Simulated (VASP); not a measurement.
A run of VASP 6.6.1:

The input INCAR:

```
SYSTEM = HfH8
PREC = Accurate ; ENCUT = 520
EDIFF = 1E-7 ; ISMEAR = 0
SIGMA = 0.1 ; LREAL = .False.
LASPH = .True. ; NELM = 100
ALGO = Normal ; ISIF = 2
LWAVE = .False. ; LCHARG = .True.
GGA = PE ; LELF = .True.
LVHAR = .True. ; NBANDS = 19
```

KPOINTS

```
Automatic mesh
0
Gamma
  4 4 4
  0 0 0
```

The input POSCAR:

```
HfH8
1.0
    0.0000000000      3.3331832600      3.3331832600
    3.3331832600      0.0000000000      3.3331832600
    3.3331832600      3.3331832600      0.0000000000
Hf H
1 8
Direct
    0.2500000000      0.2500000000      0.2500000000
    0.8493740900      0.1506259100      0.1506259100
    0.1506259100      0.8493740900      0.8493740900
    0.1506259100      0.8493740900      0.1506259100
    0.8493740900      0.1506259100      0.8493740900
    0.1506259100      0.1506259100      0.8493740900
    0.8493740900      0.8493740900      0.1506259100
    0.7500000000      0.7500000000      0.7500000000
    0.5000000000      0.5000000000      0.5000000000
```

Potentials or basis: VASP PAW PBE potentials, release 64 (Hf_pv, H).

Launch:

```sh
$ cat potpaw_PBE.64/Hf_pv/POTCAR potpaw_PBE.64/H/POTCAR > POTCAR
$ mpirun -np 1 vasp_std > vasp.out
```

Hardware: 1 thread of Intel(R) Xeon(R) Platinum 8259CL CPU @ 2.50GHz (Skylake/Cascade Lake), on a shared host.

Q: Estimate the wall time of this run.

A: Wall time 27 s on 1 thread of Intel(R) Xeon(R) Platinum 8259CL CPU @ 2.50GHz (Skylake/Cascade Lake), on a shared host, peak memory 0.2 GiB. Counts: scf iterations 20, k points 8.
